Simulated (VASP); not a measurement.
Input of a VASP 6.6.1 run:

File POSCAR:

```
CaS
1.0
    0.0000000000      2.8558999548      2.8558999548
    2.8558999548      0.0000000000      2.8558999548
    2.8558999548      2.8558999548      0.0000000000
Ca S
1 1
Direct
    0.0000000000      0.0000000000      0.0000000000
    0.5000000000      0.5000000000      0.5000000000
```

INCAR.step1

```
SYSTEM = CaS
ALGO = Normal ; EDIFF = 1E-5
EDIFFG = -0.005 ; ENCUT = 550
GGA = PE ; GGA_COMPAT = .False.
IBRION = 2 ; ISIF = 3
ISMEAR = -1 ; LASPH = .True.
LCHARG = .False. ; LREAL = .False.
LWAVE = .True. ; NELM = 120
NELMIN = 4 ; NSW = 100
PREC = Accurate ; SIGMA = 0.02
```

INCAR.step2

```
SYSTEM = CaS
ALGO = Normal ; EDIFF = 1E-7
EDIFFG = -0.005 ; ENCUT = 550
GGA_COMPAT = .False. ; IBRION = 2
ISIF = 3 ; ISMEAR = -1
ISTART = 1 ; LASPH = .True.
LCHARG = .False. ; LMIXTAU = .True.
LREAL = .False. ; LWAVE = .False.
METAGGA = R2SCAN ; NELM = 120
NELMIN = 4 ; NSW = 80
PREC = Accurate ; SIGMA = 0.02
```

The input KPOINTS:

```
k-points
0
Gamma
  8 8 8
  0 0 0
```

Potentials or basis: VASP PAW PBE potentials, release 64 (Ca_sv, S).

Launch:

```console
$ cat potpaw_PBE.64/Ca_sv/POTCAR potpaw_PBE.64/S/POTCAR > POTCAR
$ cp INCAR.step1 INCAR
$ mpirun -np 1 vasp_std > vasp.out
$ cp INCAR.step2 INCAR
$ mpirun -np 1 vasp_std > vasp.out
```

Predict the relaxed cell.

a = 4.034 Å, b = 4.034 Å, c = 4.034 Å, α = 60.00°, β = 60.00°, γ = 60.00°.

Estimate the space group after relaxing (to 0.05 Å).

Fm-3m (No. 225).

What does it give for the relaxed volume?

23.21 Å³/atom.

Final structure:
```
Ca S
1.0
     0.00000    2.85250    2.85250
     2.85250    0.00000    2.85250
     2.85250    2.85250    0.00000
Ca S
1 1
Direct
  0.00000 0.00000 0.00000
  0.50000 0.50000 0.50000
```

Caveat: the PAW data sets were made with another functional, which shifts forces and pressure a little.
